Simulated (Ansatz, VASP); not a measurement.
## NbP in VASP and in Ansatz

```
CELL_PARAMETERS angstrom
-1.67492 1.67492 5.74011
1.67492 -1.67492 5.74011
1.67492 1.67492 -5.74011
ATOMIC_POSITIONS crystal
Nb 0.74988 0.74988 0.00000
Nb 0.49988 0.99988 0.50000
P 0.33275 0.33275 0.00000
P 0.08275 0.58275 0.50000
```

Alike in both runs: task single point; functional r2SCAN; k mesh 8 × 8 × 8; occupations gaussian, width 0.1 eV; no spin polarisation.

|  | VASP | Ansatz |
| --- | --- | --- |
| version | VASP 6.6.1 | Ansatz 0.2.0 |
| potentials or method | VASP PAW PBE potentials, release 64 (Nb_sv, P), cutoff 520 eV | scalar-relativistic, plane waves, PAW |
| valence electrons in the cell | 36 | 36 |

```csv
,VASP,Ansatz,Ansatz less VASP
gap on the k mesh at the Fermi level (eV),none,none,-
pressure (GPa),-2.0,-1.6,+0.40
"traceless stress, the component that is largest in VASP (GPa)",0.53,0.48,-0.042
```

VASP's potentials were made for PBE, not for r2SCAN. A gap of «none» marks a metal or a gap that the smearing closes. With one functional, cell and mesh, what is left measures potentials, basis and numerics.
